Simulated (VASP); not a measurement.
# SiBN2 (P6/mmm) in VASP: further runs

The runs below take SiBN2 through single point, with PBE.

Everything below comes from runs of VASP 6.6.1. Logs are shortened: lines on timing, memory, paths and dates and some standing lists are left out, and cuts for length are marked.

### Step 1. The cell of the first run

The structure is hexagonal, space group P6/mmm (No. 191). Conventional cell: a = 3.587 Å, b = 3.587 Å, c = 3.973 Å, α = 90.00°, β = 90.00°, γ = 120.00°. Si (site symmetry 6/mmm) has 2 B at 1.99 Å and 6 N at 2.07 Å within 2.6 Å. Within 2.6 Å of B (site symmetry 6/mmm) lie 2 Si at 1.99 Å. Within 2.7 Å of N (site symmetry -6m2) lie 3 N at 2.07 Å and 3 Si at 2.07 Å.

The cell was generated, and may not be a known phase.

### Step 2. Single point, PBE

INCAR

```
ALGO = Normal
EDIFF = 1E-6
ENCUT = 600
GGA = PE
GGA_COMPAT = F
ISIF = 2
ISMEAR = 0
LASPH = T
LCHARG = F
LREAL = F
LWAVE = F
NBANDS = 16
NELM = 120
PREC = Accurate
SIGMA = 0.2
```

KPOINTS

```
k-points
0
Gamma
  6 6 5
```

POSCAR

```
SiBN2
1.0
    3.5874021168     -0.0000000029      0.0000000000
   -1.7937010559      3.1067813682      0.0000000000
    0.0000000000      0.0000000000      3.9730491777
Si B N
1 1 2
Direct
    0.0000000000      0.0000000000      0.5000000000
    0.0000000000      0.0000000000      0.0000000000
    0.3333333333      0.6666666667      0.5000000000
    0.6666666667      0.3333333333      0.5000000000
```

Potentials or basis: VASP PAW PBE potentials, release 64 (Si, B, N).

Command:

```console
cat potpaw_PBE.64/Si/POTCAR potpaw_PBE.64/B/POTCAR potpaw_PBE.64/N/POTCAR > POTCAR
mpirun -np 1 vasp_std > vasp.out
```

OUTCAR:

```text
EDIFF = 1E-6
   ENCUT = 600
   GGA = PE
   ISIF = 2
   ISMEAR = 0
   LASPH = T
   LREAL = F
   NELM = 120
   PREC = Accurate

 ion  position               nearest neighbor table
   1  0.000  0.000  0.500-   2 1.99   2 1.99   4 2.07   3 2.07   4 2.07   3 2.07   4 2.07   3 2.07

   2  0.000  0.000  0.000-   1 1.99   1 1.99
   3  0.333  0.667  0.500-   1 2.07   1 2.07   1 2.07
   4  0.667  0.333  0.500-   1 2.07   1 2.07   1 2.07

  LATTYP: Found a hexagonal cell.
 ALAT       =     3.5874021168
 C/A-ratio  =     1.1075003717

  Lattice vectors:

 A1 = (   3.5874021168,  -0.0000000029,   0.0000000000)
 A2 = (  -1.7937010559,   3.1067813682,   0.0000000000)
 A3 = (   0.0000000000,   0.0000000000,   3.9730491777)

Analysis of symmetry for initial positions (statically):
=====================================================================
 Subroutine PRICEL returns:
 Original cell was already a primitive cell.

 Routine SETGRP: Setting up the symmetry group for a
 hexagonal supercell.

 Subroutine GETGRP returns: Found 24 space group operations
 (whereof 24 operations were pure point group operations)
 out of a pool of 24 trial point group operations.

The static configuration has the point symmetry D_6h.

Analysis of symmetry for dynamics (positions and initial velocities):
=====================================================================
 Subroutine PRICEL returns:
 Original cell was already a primitive cell.

 Routine SETGRP: Setting up the symmetry group for a
 hexagonal supercell.

 Subroutine GETGRP returns: Found 24 space group operations
 (whereof 24 operations were pure point group operations)
 out of a pool of 24 trial point group operations.

The dynamic configuration has the point symmetry D_6h.

 Subroutine INISYM returns: Found 24 space group operations
 (whereof 24 operations are pure point group operations),
 and found     1 'primitive' translations

----------------------------------------------------------------------------------------

                                     Primitive cell

  volume of cell :      44.2807

  direct lattice vectors                    reciprocal lattice vectors
     3.587402117 -0.000000003  0.000000000     0.278753250  0.160938264  0.000000000
    -1.793701056  3.106781368  0.000000000     0.000000000  0.321876528  0.000000000
     0.000000000  0.000000000  3.973049178     0.000000000  0.000000000  0.251695853

  length of vectors
     3.587402117  3.587402117  3.973049178     0.321876528  0.321876528  0.251695853

  position of ions in fractional coordinates (direct lattice)
     0.000000000  0.000000000  0.500000000
     0.000000000  0.000000000  0.000000000
     0.333333333  0.666666667  0.500000000
     0.666666667  0.333333333  0.500000000

  ion indices of the primitive-cell ions
   primitive index   ion index
                 1           1
                 2           2
                 3           3
                 4           4

----------------------------------------------------------------------------------------

 KPOINTS: k-points

Automatic generation of k-mesh.
 Grid dimensions read from file:
 generate k-points for:    6    6    5

 Generating k-lattice:

  Cartesian coordinates                     Fractional coordinates (reciprocal lattice)
     0.046458875  0.026823044  0.000000000     0.166666667  0.000000000  0.000000000
     0.000000000  0.053646088  0.000000000     0.000000000  0.166666667  0.000000000
     0.000000000  0.000000000  0.050339171     0.000000000  0.000000000  0.200000000

  Length of vectors
     0.053646088  0.053646088  0.050339171

  Shift w.r.t. Gamma in fractional coordinates (k-lattice)
     0.000000000  0.000000000  0.000000000

 Subroutine IBZKPT returns following result:
 ===========================================

 Found     21 irreducible k-points:

 Following reciprocal coordinates:
            Coordinates               Weight
  0.000000  0.000000  0.000000      1.000000
  0.166667 -0.000000  0.000000      6.000000
  0.333333 -0.000000  0.000000      6.000000
  0.500000 -0.000000  0.000000      3.000000
  0.166667  0.166667  0.000000      6.000000
  0.333333  0.166667  0.000000     12.000000
[... 13 lines left out ...]
  0.333333  0.166667  0.400000     24.000000
  0.333333  0.333333  0.400000      4.000000
   k-points           NKPTS =     21   k-points in BZ     NKDIM =     21   number of bands    NBANDS=     16
   number of dos      NEDOS =    301   number of ions     NIONS =      4
   total plane-waves  NPLWV =  28800
   dimension x,y,z NGX =    30 NGY =   30 NGZ =   32
   dimension x,y,z NGXF=    60 NGYF=   60 NGZF=   64
   ions per type =               1   1   2
   NGX,Y,Z   is equivalent  to a cutoff of  13.90, 13.90, 13.39 a.u.
   NGXF,Y,Z  is equivalent  to a cutoff of  27.80, 27.80, 26.78 a.u.
 SYSTEM =  unknown system
   PREC   = accura    normal or accurate (medium, high low for compatibility)
   ISTART =      0    job   : 0-new  1-cont  2-samecut
   ICHARG =      2    charge: 1-file 2-atom 10-const
   ISPIN  =      1    spin polarized calculation?
   LNONCOLLINEAR =      F non collinear calculations
   LSORBIT =      F    spin-orbit coupling
   LASPH  =      T    aspherical Exc in radial PAW
   ENCUT  =  600.0 eV  44.10 Ry    6.64 a.u.   7.16  7.16  7.94*2*pi/ulx,y,z
   NELM   =    120;   NELMIN=  2; NELMDL= -5     # of ELM steps
   EDIFF  = 0.1E-05   stopping-criterion for ELM
   LREAL  =      F    real-space projection
   EDIFFG = 0.1E-04   stopping-criterion for IOM
   NSW    =      0    number of steps for IOM
   IBRION =     -1    ionic relax: 0-MD 1-quasi-New 2-CG
   NFREE  =      0    steps in history (QN), initial steepest desc. (CG)
   ISIF   =      2    stress and relaxation
   ISYM   =      2    0-nonsym 1-usesym 2-fastsym
   POTIM  = 0.5000    time-step for ionic-motion
   TEBEG  =    0.0;   TEEND  =   0.0 temperature during run
   PSTRESS=    0.0 pullay stress
   NELECT =      17.0000    total number of electrons
   NUPDOWN=      -1.0000    fix difference up-down
   EMIN   =  10.00;   EMAX   =-10.00  energy-range for DOS
   EFERMI =   0.00;   METHOD = LEGACY
   ISMEAR =     0;   SIGMA  =   0.20  broadening in eV -4-tet -1-fermi 0-gaus
   EFERMI_NEDOS =   21; number of points for ismear=-14 and -15
   IALGO  =     38    algorithm
   IMIX   =      4    mixing-type and parameters
     AMIX     =   0.40;   BMIX     =  1.00
     AMIX_MAG =   1.60;   BMIX_MAG =  1.00
  volume/ion in A,a.u.               =      11.07        74.71
  Fermi-wavevector in a.u.,A,eV,Ry     =   1.189834  2.248460 19.261823  1.415704
  Thomas-Fermi vector in A             =   2.325932
   LORBIT       =      0    0 simple, 1 ext, 2 COOP (PROOUT), +10 PAW based schemes
   GGA     = PE    functional components
   LHFCALC =     F    Hartree Fock is set to
   AEXX    =    0.0000 exact exchange contribution
   IVDW    =     0    specifies the selected vdW correction
   LEPSILON=     F    determine dielectric tensor
   LRPA    =     F    only Hartree local field effects (RPA)
 non-spin polarized calculation
 Gauss-broadening in eV      SIGMA  =   0.20
  energy-cutoff  :      600.00
  volume of cell :       44.28
 maximum number of plane-waves:      1500
 NGX is ok and might be reduce to    30
   NGX = 15   NGY = 15   NGZ = 15

 number of electron      17.0000000 magnetization

 Free energy of the ion-electron system (eV)
  ---------------------------------------------------
  ext. energy  EPLUGINS =         0.00000000
  ---------------------------------------------------
  free energy    TOTEN  =       -20.63372073 eV

  energy without entropy =      -20.60086843  energy(sigma->0) =      -20.61729458

 E-fermi :   4.9373     XC(G=0): -10.5183

 val. band max:        4.8761755327   @ k =   0.5000  -0.0000   0.0000
 cond. band min:       5.0165589061   @ k =   0.0000   0.0000   0.2000
 fundamental gap:      0.1403833734
 Fermi energy:         4.9373396306

 k-point     1 :       0.0000    0.0000    0.0000
  band No.  band energies     occupation
      1     -13.0964      2.00000
      2      -5.1366      2.00000
      3      -1.7011      2.00000
      4      -1.0990      2.00000
      5      -0.2595      2.00000
      6      -0.2595      2.00000
[... 8 lines left out ...]
     15      16.4732      0.00000
     16      16.4732      0.00000

 k-point     2 :       0.1667   -0.0000    0.0000
  band No.  band energies     occupation
      1     -12.7713      2.00000
      2      -6.0883      2.00000
      3      -2.3185      2.00000
      4      -1.1181      2.00000
      5      -0.7707      2.00000
      6       0.0754      2.00000
[... 8 lines left out ...]
     15      16.1915      0.00000
     16      16.4282      0.00000

 k-point     3 :       0.3333   -0.0000    0.0000
  band No.  band energies     occupation
      1     -11.8420      2.00000
      2      -7.9840      2.00000
      3      -3.2829      2.00000
      4      -2.0157      2.00000
      5       0.1735      2.00000
      6       1.3208      2.00000
[... 8 lines left out ...]
     15      15.0268      0.00000
     16      16.2622      0.00000

 k-point     4 :       0.5000   -0.0000    0.0000
  band No.  band energies     occupation
      1     -10.8592      2.00000
      2      -9.3734      2.00000
      3      -3.6343      2.00000
      4      -2.3352      2.00000
      5       1.2516      2.00000
      6       2.2483      2.00000
[... 8 lines left out ...]
     15      15.8212      0.00000
     16      15.8268      0.00000
[... 267 lines left out ...]
 k-point    19 :       0.1667    0.1667    0.4000
  band No.  band energies     occupation
      1     -12.0147      2.00000
      2      -7.2946      2.00000
      3      -3.4210      2.00000
      4      -2.6976      2.00000
      5       0.3978      2.00000
      6       1.2063      2.00000
[... 8 lines left out ...]
     15      15.2438      0.00000
     16      16.0564      0.00000

 k-point    20 :       0.3333    0.1667    0.4000
  band No.  band energies     occupation
      1     -10.9116      2.00000
      2      -8.8614      2.00000
      3      -4.5476      2.00000
      4      -1.8248      2.00000
      5       0.2601      2.00000
      6       1.2529      2.00000
[... 8 lines left out ...]
     15      15.0334      0.00000
     16      16.3793      0.00000

 k-point    21 :       0.3333    0.3333    0.4000
  band No.  band energies     occupation
      1      -9.8428      2.00000
      2      -9.8428      2.00000
      3      -5.5062      2.00000
      4      -1.3685      2.00000
      5       1.6531      2.00000
      6       1.6531      2.00000
[... 8 lines left out ...]
     15      15.2907      0.00000
     16      16.4721      0.00000

------------------------ aborting loop because EDIFF is reached ----------------------------------------

  FORCE on cell =-STRESS in cart. coord.  units (eV):
  Direction    XX          YY          ZZ          XY          YZ          ZX
  --------------------------------------------------------------------------------------
  -------------------------------------------------------------------------------------
  Total       -0.1407066     -0.1407066     -0.2181047      0.0000000      0.0000000      0.0000000
  in kB       -5.0910833     -5.0910833     -7.8915236      0.0000000      0.0000000      0.0000000
  external PRESSURE =      -6.0245634 kB  Pullay stress =       0.0000000 kB

 VOLUME and BASIS-vectors are now :
 -----------------------------------------------------------------------------
  energy-cutoff  :      600.00
  volume of cell :       44.28
      direct lattice vectors                 reciprocal lattice vectors
     3.587402117 -0.000000003  0.000000000     0.278753250  0.160938264  0.000000000
    -1.793701056  3.106781368  0.000000000     0.000000000  0.321876528  0.000000000
     0.000000000  0.000000000  3.973049178     0.000000000  0.000000000  0.251695853

 POSITION                                       TOTAL-FORCE (eV/Angst)
 -----------------------------------------------------------------------------------
      0.00000      0.00000      1.98652         0.000000     -0.000000      0.000000
      0.00000      0.00000      0.00000         0.000000     -0.000000      0.000000
      0.00000      2.07119      1.98652         0.000000      0.000000      0.000000
      1.79370      1.03559      1.98652        -0.000000     -0.000000      0.000000
 -----------------------------------------------------------------------------------
    total drift:                                0.000000     -0.000000      0.000000

  FREE ENERGIE OF THE ION-ELECTRON SYSTEM (eV)
  ---------------------------------------------------
  free  energy   TOTEN  =       -20.6337207279 eV

  energy  without entropy=      -20.6008684334  energy(sigma->0) =      -20.61729458
```

It took 21 s on 1 thread of Intel Xeon 8259CL, shared host; peak memory 0.17 GiB.

Results:

```
Free energy            : -20.6337 eV
Pressure               : -0.6 GPa
Band gap on the k mesh : zero (an odd number of electrons rules out a gap without spin polarisation)
```

[end of part 1 of 2]

The gap in the log of VASP goes by the Fermi energy; the results here count the filled bands.